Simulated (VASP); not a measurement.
# P: single point with PBE

P:

```
P
1.0
     2.42469    0.00000    0.00000
     0.00000    2.43854    0.00000
    -0.02031    0.00000    4.85243
P
2
Direct
  0.00000 0.00000 0.25057
  0.00000 0.00000 0.74943
```

This isn't the form of P at room conditions, which is orthorhombic.

| Property | Result |
| --- | --- |
| Program | VASP 6.6.1 |
| Task | single point |
| Functional | PBE |
| Potentials or basis | VASP PAW PBE potentials, release 64 (P) |
| Cutoff | 520 eV |
| k mesh | 18 × 18 × 10 |
| Occupations | fermi-dirac, width 0.2 eV |
| Spin | no spin polarisation |

The pressure is 2.4 GPa, the largest force is 0.010 eV/Å and the band gap on the k mesh is zero (bands 5 and 6 overlap by 10.12 eV).

Forces in eV/Å, atoms in the order of the input:
```
P    0.000  0.000 -0.010
P    0.000  0.000  0.010
```

Stress tensor (GPa, compression positive):
```
3.26 0.00 0.28
0.00 2.16 0.00
0.28 0.00 1.71
```

Levels at points of the mesh, in eV from the Fermi level:
| k point | band 3 | band 4 | band 5 | band 6 | band 7 | band 8 |
| --- | --- | --- | --- | --- | --- | --- |
| (0.00, 0.00, 0.00) | -8.81 | 4.93 | 5.14 | 5.18 | 6.73 | 6.80 |
| (0.50, 0.00, 0.00) | -7.41 | -5.38 | -5.30 | 0.89 | 7.85 | 8.06 |
| (0.00, 0.50, 0.00) | -7.54 | -5.42 | -5.32 | 0.88 | 7.97 | 8.01 |
| (0.50, 0.50, 0.00) | -5.31 | -2.29 | -2.22 | -2.14 | -1.50 | 0.89 |
| (0.00, 0.00, 0.50) | -3.14 | -3.09 | 6.01 | 6.05 | 6.25 | 6.29 |
| (0.50, 0.00, 0.50) | -7.56 | -7.53 | 0.50 | 0.55 | 6.01 | 6.04 |
| (0.00, 0.50, 0.50) | -7.55 | -7.52 | 0.40 | 0.46 | 6.01 | 6.04 |
| (0.50, 0.50, 0.50) | -4.25 | -4.21 | -4.14 | -4.11 | 2.23 | 2.26 |

It took 110 s on 1 thread of Oxide Virtual Turin-like Processor, on a shared host, peak memory 0.29 GiB.
